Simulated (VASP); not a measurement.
Write the native input for VASP 6.6.1 that does the following.

```
Task                   : relaxation of cell and atoms
Functional             : PBE
Potentials or basis    : VASP PAW PBE potentials, release 64 (Cs_sv, Sc_sv)
Cutoff                 : 600 eV
k mesh                 : 4 × 6 × 2
Occupations            : gaussian, width 0.1 eV
Spin                   : no spin polarisation
Dipole correction      : no
Further INCAR settings : ALGO = Fast; EDIFF = 1e-06; IBRION = 2; EDIFFG = -0.04; NSW = 90; ISIF = 3
```

The structure of CsSc lies in POSCAR:

```
CsSc
1.0
    5.5552296538      0.0000000000      0.0000000000
    0.0000000000      3.6477946415      0.0000000000
    0.0000000000      0.0000000000     10.7923677506
Cs Sc
2 2
Direct
    0.7500000000      0.0000000000      0.6943958434
    0.2500000000      0.0000000000      0.3056041566
    0.7500000000      0.5000000000      0.0363910200
    0.2500000000      0.5000000000      0.9636089800
```

These files were run (other wordings do the same):

INCAR

```
SYSTEM = CsSc
ALGO     = Fast           ! electronic algorithm
EDIFF    = 1E-6           ! SCF threshold, eV
EDIFFG   = -0.04          ! ionic threshold
ENCUT    = 600            ! plane-wave cutoff, eV
GGA      = PE             ! functional
IBRION   = 2              ! ionic algorithm
ISIF     = 3              ! what is computed and relaxed
ISMEAR   = 0              ! smearing method
LASPH    = .TRUE.         ! aspherical terms in the spheres
LCHARG   = .FALSE.        ! write CHGCAR
LREAL    = .FALSE.        ! projectors in reciprocal space
LWAVE    = .FALSE.        ! write WAVECAR
NELM     = 60             ! most SCF steps
NSW      = 90             ! ionic steps
PREC     = Accurate       ! precision mode
SIGMA    = 0.1            ! smearing width, eV
```

KPOINTS

```
k-points
0
G
  4 6 2
  0 0 0
```

Potentials or basis: VASP PAW PBE potentials, release 64 (Cs_sv, Sc_sv).

Run with:

```sh
$ cat potpaw_PBE.64/Cs_sv/POTCAR potpaw_PBE.64/Sc_sv/POTCAR > POTCAR
$ mpirun -np 1 vasp_std > vasp.out
```

Results of the run:

```yaml
Relaxed_volume: 55.90 Å³/atom
Relaxed_cell: a = 5.526 Å, b = 3.637 Å, c = 11.124 Å, α = 90.00°, β = 90.00°, γ = 90.00°
Space_group_after_relaxing_to_0.1_Å: Pmma (No. 51)
Energy_gained_by_relaxing: 2.5 meV/atom
Ionic_steps: 13
Pressure_after_relaxing: 0.0 GPa
Largest_force_after_relaxing: 0.039 eV/Å
Band_gap_on_the_k_mesh: zero (bands 20 and 21 overlap by 0.12 eV)
```

Caveat: spin-orbit coupling is left out, which moves the levels of the heavy elements.

Run time: 44 min on 1 thread of Oxide Virtual Turin-like Processor, with other jobs on the host, peak memory 0.43 GiB.
